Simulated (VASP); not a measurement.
Input of a VASP 6.6.1 run:

The input INCAR:

```
PREC     = Accurate       # precision mode
ENCUT    = 520            # plane-wave cutoff, eV
EDIFF    = 1E-6           # SCF threshold, eV
ISMEAR   = 0              # smearing method
SIGMA    = 0.05           # smearing width, eV
LREAL    = False          # projectors in reciprocal space
LASPH    = True           # aspherical terms in the spheres
NELM     = 60             # most SCF steps
ALGO     = Normal         # electronic algorithm
ISIF     = 2              # what is computed and relaxed
LWAVE    = False          # write WAVECAR
LCHARG   = False          # write CHGCAR
GGA      = PE             # functional
IVDW     = 12             # dispersion correction
NBANDS   = 11             # bands
```

File KPOINTS:

```
Automatic mesh
0
Gamma
  15 15 15
```

File POSCAR:

```
C
1.0
    1.2427105179      0.7174792520      3.3888323960
   -1.2427105179      0.7174792520      3.3888323960
    0.0000000000     -1.4349585041      3.3888323960
C
2
Direct
    0.1665956179      0.1665956179      0.1665956179
    0.8334043821      0.8334043821      0.8334043821
```

Potentials or basis: VASP PAW PBE potentials, release 64 (C).

The run is started by

```sh
$ cat potpaw_PBE.64/C/POTCAR > POTCAR
$ mpirun -np 1 vasp_std > vasp.out
```

Predict the largest force.

0.003 eV/Å.

What does it give for the dispersion energy per atom?

-0.154 eV.

What does it give for the pressure?

-6.5 GPa.

Stress tensor (GPa, compression positive):
```
-9.61  0.00  0.00
 0.00 -9.61  0.00
 0.00  0.00 -0.31
```

Caveat: the stress differs along the axes, from -10 to -0 GPa.
